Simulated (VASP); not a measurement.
# TaS2 (P-3m1) in VASP: notebook

The runs below take TaS2 through electric field gradients, with PBE.

Everything below comes from runs of VASP 6.6.1. Logs are shortened: lines on timing, memory, paths and dates and some standing lists are left out, and cuts for length are marked.

**1. The cell of the first run**

Symmetry: P-3m1, No. 164, trigonal system. Conventional cell: a = 3.417 Å, b = 3.417 Å, c = 5.860 Å, α = 90.00°, β = 90.00°, γ = 120.00°. Ta (site symmetry -3m) has 6 S at 2.46 Å within 3.2 Å. S (site symmetry 3m) has 3 Ta at 2.46 Å within 3.2 Å.

**2. Electric field gradients, PBE (equal xx and yy strain of +2 %)**

INCAR

```
  ALGO = Normal
  EDIFF = 1E-8
  ENCUT = 400
  GGA = PE
  GGA_COMPAT = F
  ISIF = 2
  ISMEAR = -1
  LASPH = T
  LCHARG = F
  LEFG = T
  LREAL = F
  LWAVE = F
  NBANDS = 18
  NELM = 120
  PREC = Accurate
  SIGMA = 0.03
```

KPOINTS

```
k-points
0
Gamma
  9 9 5
```

POSCAR

```
TaS2
1.0
    3.4170021630      0.0000000000      0.0000000000
   -1.7085010815      2.9592106780      0.0000000000
    0.0000000000      0.0000000000      5.8600000000
Ta S
1 2
Direct
    0.0000000000      0.0000000000      0.0000000000
    0.3333333333      0.6666666667      0.2500000000
    0.6666666667      0.3333333333      0.7500000000
```

Potentials or basis: VASP PAW PBE potentials, release 64 (Ta_pv, S).

Started as:

```sh
$ cat potpaw_PBE.64/Ta_pv/POTCAR potpaw_PBE.64/S/POTCAR > POTCAR
$ mpirun -np 1 vasp_std > vasp.out
```

OUTCAR:

```text
EDIFF = 1E-8
   ENCUT = 400
   GGA = PE
   ISIF = 2
   ISMEAR = -1
   LASPH = T
   LREAL = F
   NELM = 120
   PREC = Accurate

 ion  position               nearest neighbor table
   1  0.000  0.000  0.000-   2 2.46   3 2.46   3 2.46   2 2.46   3 2.46   2 2.46
   2  0.333  0.667  0.250-   1 2.46   1 2.46   1 2.46
   3  0.667  0.333  0.750-   1 2.46   1 2.46   1 2.46

  LATTYP: Found a hexagonal cell.
 ALAT       =     3.4170021630
 C/A-ratio  =     1.7149535530

  Lattice vectors:

 A1 = (   3.4170021630,   0.0000000000,   0.0000000000)
 A2 = (  -1.7085010815,   2.9592106780,   0.0000000000)
 A3 = (   0.0000000000,   0.0000000000,   5.8600000000)

Analysis of symmetry for initial positions (statically):
=====================================================================
 Subroutine PRICEL returns:
 Original cell was already a primitive cell.

 Routine SETGRP: Setting up the symmetry group for a
 hexagonal supercell.

 Subroutine GETGRP returns: Found 12 space group operations
 (whereof 12 operations were pure point group operations)
 out of a pool of 24 trial point group operations.

The static configuration has the point symmetry D_3d.

Analysis of symmetry for dynamics (positions and initial velocities):
=====================================================================
 Subroutine PRICEL returns:
 Original cell was already a primitive cell.

 Routine SETGRP: Setting up the symmetry group for a
 hexagonal supercell.

 Subroutine GETGRP returns: Found 12 space group operations
 (whereof 12 operations were pure point group operations)
 out of a pool of 24 trial point group operations.

The dynamic configuration has the point symmetry D_3d.

 Subroutine INISYM returns: Found 12 space group operations
 (whereof 12 operations are pure point group operations),
 and found     1 'primitive' translations

----------------------------------------------------------------------------------------

                                     Primitive cell

  volume of cell :      59.2541

  direct lattice vectors                    reciprocal lattice vectors
     3.417002163  0.000000000  0.000000000     0.292654190  0.168963975  0.000000000
    -1.708501081  2.959210678  0.000000000     0.000000000  0.337927951  0.000000000
     0.000000000  0.000000000  5.860000000     0.000000000  0.000000000  0.170648464

  length of vectors
     3.417002163  3.417002163  5.860000000     0.337927951  0.337927951  0.170648464

  position of ions in fractional coordinates (direct lattice)
     0.000000000  0.000000000  0.000000000
     0.333333333  0.666666667  0.250000000
     0.666666667  0.333333333  0.750000000

  ion indices of the primitive-cell ions
   primitive index   ion index
                 1           1
                 2           2
                 3           3

----------------------------------------------------------------------------------------

 KPOINTS: k-points

Automatic generation of k-mesh.
 Grid dimensions read from file:
 generate k-points for:    9    9    5

 Generating k-lattice:

  Cartesian coordinates                     Fractional coordinates (reciprocal lattice)
     0.032517132  0.018773775  0.000000000     0.111111111  0.000000000  0.000000000
     0.000000000  0.037547550  0.000000000     0.000000000  0.111111111  0.000000000
     0.000000000  0.000000000  0.034129693     0.000000000  0.000000000  0.200000000

  Length of vectors
     0.037547550  0.037547550  0.034129693

  Shift w.r.t. Gamma in fractional coordinates (k-lattice)
     0.000000000  0.000000000  0.000000000

 Subroutine IBZKPT returns following result:
 ===========================================

 Found     50 irreducible k-points:

 Following reciprocal coordinates:
            Coordinates               Weight
  0.000000  0.000000  0.000000      1.000000
  0.111111  0.000000  0.000000      6.000000
  0.222222 -0.000000  0.000000      6.000000
  0.333333  0.000000  0.000000      6.000000
  0.444444 -0.000000  0.000000      6.000000
  0.111111  0.111111  0.000000      6.000000
[... 16 lines left out ...]
  0.222222  0.111111  0.200000     12.000000
 -0.111111  0.333333  0.200000     12.000000
 [... further k-points ...]
   k-points           NKPTS =     50   k-points in BZ     NKDIM =     50   number of bands    NBANDS=     18
   number of dos      NEDOS =    301   number of ions     NIONS =      3
   total plane-waves  NPLWV =  23040
   dimension x,y,z NGX =    24 NGY =   24 NGZ =   40
   dimension x,y,z NGXF=    48 NGYF=   48 NGZF=   80
   ions per type =               1   2
   NGX,Y,Z   is equivalent  to a cutoff of  11.68, 11.68, 11.35 a.u.
   NGXF,Y,Z  is equivalent  to a cutoff of  23.35, 23.35, 22.70 a.u.
 SYSTEM =  unknown system
   PREC   = accura    normal or accurate (medium, high low for compatibility)
   ISTART =      0    job   : 0-new  1-cont  2-samecut
   ICHARG =      2    charge: 1-file 2-atom 10-const
   ISPIN  =      1    spin polarized calculation?
   LNONCOLLINEAR =      F non collinear calculations
   LSORBIT =      F    spin-orbit coupling
   LASPH  =      T    aspherical Exc in radial PAW
   ENCUT  =  400.0 eV  29.40 Ry    5.42 a.u.   5.57  5.57  9.56*2*pi/ulx,y,z
   NELM   =    120;   NELMIN=  2; NELMDL= -5     # of ELM steps
   EDIFF  = 0.1E-07   stopping-criterion for ELM
   LREAL  =      F    real-space projection
   EDIFFG = 0.1E-06   stopping-criterion for IOM
   NSW    =      0    number of steps for IOM
   IBRION =     -1    ionic relax: 0-MD 1-quasi-New 2-CG
   NFREE  =      0    steps in history (QN), initial steepest desc. (CG)
   ISIF   =      2    stress and relaxation
   ISYM   =      2    0-nonsym 1-usesym 2-fastsym
   POTIM  = 0.5000    time-step for ionic-motion
   TEBEG  =    0.0;   TEEND  =   0.0 temperature during run
   PSTRESS=    0.0 pullay stress
   NELECT =      23.0000    total number of electrons
   NUPDOWN=      -1.0000    fix difference up-down
   EMIN   =  10.00;   EMAX   =-10.00  energy-range for DOS
   EFERMI =   0.00;   METHOD = LEGACY
   ISMEAR =    -1;   SIGMA  =   0.03  broadening in eV -4-tet -1-fermi 0-gaus
   EFERMI_NEDOS =   21; number of points for ismear=-14 and -15
   IALGO  =     38    algorithm
   IMIX   =      4    mixing-type and parameters
     AMIX     =   0.40;   BMIX     =  1.00
     AMIX_MAG =   1.60;   BMIX_MAG =  1.00
  volume/ion in A,a.u.               =      19.75       133.29
  Fermi-wavevector in a.u.,A,eV,Ry     =   1.194202  2.256715 19.403525  1.426119
  Thomas-Fermi vector in A             =   2.330198
   LORBIT       =      0    0 simple, 1 ext, 2 COOP (PROOUT), +10 PAW based schemes
   GGA     = PE    functional components
   LHFCALC =     F    Hartree Fock is set to
   AEXX    =    0.0000 exact exchange contribution
   IVDW    =     0    specifies the selected vdW correction
   LEPSILON=     F    determine dielectric tensor
   LRPA    =     F    only Hartree local field effects (RPA)
 non-spin polarized calculation
  energy-cutoff  :      400.00
  volume of cell :       59.25
 maximum number of plane-waves:      1093
 NGX is ok and might be reduce to    24
   NGX = 11   NGY = 11   NGZ = 19

 number of electron      23.0000003 magnetization

 Free energy of the ion-electron system (eV)
  ---------------------------------------------------
  ext. energy  EPLUGINS =         0.00000000
  ---------------------------------------------------
  free energy    TOTEN  =       -23.07606487 eV

  energy without entropy =      -23.06901636  energy(sigma->0) =      -23.07254061

 E-fermi :   5.2995     XC(G=0): -10.3338

 val. band max:        5.2936695072   @ k =   0.0000   0.0000   0.0000
 cond. band min:       5.3170868348   @ k =   0.2222   0.1111   0.0000
 fundamental gap:      0.0234173275
 Fermi energy:         5.2995463355

 k-point     1 :       0.0000    0.0000    0.0000
  band No.  band energies     occupation
      1     -30.0934      2.00000
      2     -30.0934      2.00000
      3     -30.0755      2.00000
      4      -9.6268      2.00000
      5      -7.6469      2.00000
      6      -1.4532      2.00000
[... 10 lines left out ...]
     17      10.3536      0.00000
     18      10.4876      0.00000
[... 463 lines left out ...]
 k-point    24 :      -0.1111    0.3333    0.2000
  band No.  band energies     occupation
      1     -30.2397      2.00000
      2     -30.1379      2.00000
      3     -30.0459      2.00000
      4      -8.5284      2.00000
      5      -7.7390      2.00000
      6      -0.4306      2.00000
[... 10 lines left out ...]
     17      11.8511      0.00000
     18      12.6097      0.00000

 [... further k-points ...]

------------------------ aborting loop because EDIFF is reached ----------------------------------------

  FORCE on cell =-STRESS in cart. coord.  units (eV):
  Direction    XX          YY          ZZ          XY          YZ          ZX
  --------------------------------------------------------------------------------------
  -------------------------------------------------------------------------------------
  Total        0.4191076      0.4191076      2.8078139      0.0000000      0.0000000      0.0000000
  in kB       11.3322823     11.3322823     75.9206912      0.0000000      0.0000000      0.0000000
  external PRESSURE =      32.8617519 kB  Pullay stress =       0.0000000 kB

 VOLUME and BASIS-vectors are now :
 -----------------------------------------------------------------------------
  energy-cutoff  :      400.00
  volume of cell :       59.25
      direct lattice vectors                 reciprocal lattice vectors
     3.417002163  0.000000000  0.000000000     0.292654190  0.168963975  0.000000000
    -1.708501081  2.959210678  0.000000000     0.000000000  0.337927951  0.000000000
     0.000000000  0.000000000  5.860000000     0.000000000  0.000000000  0.170648464

 POSITION                                       TOTAL-FORCE (eV/Angst)
 -----------------------------------------------------------------------------------
      0.00000      0.00000      0.00000         0.000000      0.000000      0.000000
     -0.00000      1.97281      1.46500        -0.000000      0.000000      0.705870
      1.70850      0.98640      4.39500         0.000000      0.000000     -0.705870
 -----------------------------------------------------------------------------------
    total drift:                               -0.000000      0.000000      0.000000

  FREE ENERGIE OF THE ION-ELECTRON SYSTEM (eV)
  ---------------------------------------------------
  free  energy   TOTEN  =       -23.0760648654 eV

  energy  without entropy=      -23.0690163628  energy(sigma->0) =      -23.07254061

 Electric field gradients (V/A^2)
---------------------------------------------------------------------
 ion       V_xx      V_yy      V_zz      V_xy      V_xz      V_yz
---------------------------------------------------------------------
   1      62.456    62.455  -124.911    -0.001    -0.000     0.000
   2       8.894     8.893   -17.788    -0.001     0.000    -0.000
   3       8.894     8.893   -17.788    -0.001     0.000    -0.000
---------------------------------------------------------------------

 Electric field gradients after diagonalization (V/A^2)
 (convention: |V_zz| > |V_xx| > |V_yy|)
----------------------------------------------------------------------
 ion       V_xx      V_yy      V_zz     asymmetry (V_yy - V_xx)/ V_zz
----------------------------------------------------------------------
   1      62.456    62.454  -124.911       0.000
   2       8.895     8.893   -17.788       0.000
   3       8.895     8.893   -17.788       0.000
----------------------------------------------------------------------

           NMR quadrupolar parameters

 Cq : quadrupolar parameter    Cq=e*Q*V_zz/h
 eta: asymmetry parameters     (V_yy - V_xx)/ V_zz
 Q  : nuclear electric quadrupole moment in mb (millibarn)
----------------------------------------------------------------------
 ion       Cq(MHz)       eta       Q (mb)
----------------------------------------------------------------------
   1      -0.302       0.000       1.000
   2      -0.043       0.000       1.000
   3      -0.043       0.000       1.000
----------------------------------------------------------------------
```

Wall time 74 s (1 thread of AMD EPYC 7R43 (Zen 3), shared host); peak memory 0.14 GiB.

What came out:

```yaml
Free_energy: -23.0761 eV
Pressure: 3.3 GPa
Largest_force: 0.706 eV/Å
```

Forces in eV/Å, atoms in the order of the input:
```
Ta   0.000  0.000  0.000
S    0.000  0.000  0.706
S    0.000  0.000 -0.706
```

Stress tensor (GPa, compression positive):
```
1.13 0.00 0.00
0.00 1.13 0.00
0.00 0.00 7.59
```

Electric field gradients, principal values (V/Å²):
```tsv
atom	least	middle	greatest (by size)
1 Ta	62.454	62.456	-124.911
2 S	8.893	8.895	-17.788
3 S	8.893	8.895	-17.788
```

Caveat: the cell differs from its parent crystal (equal xx and yy strain of +2 %); without QUAD_EFG the Cq values of the log hold for a quadrupole moment of 1 mb, not for the nuclei; spin-orbit coupling is left out, which moves the levels of the heavy elements; this functional lacks dispersion, which binds the layers, so the pressure and a relaxed spacing across them are unreliable.

(Continued in part 2 of 3.)
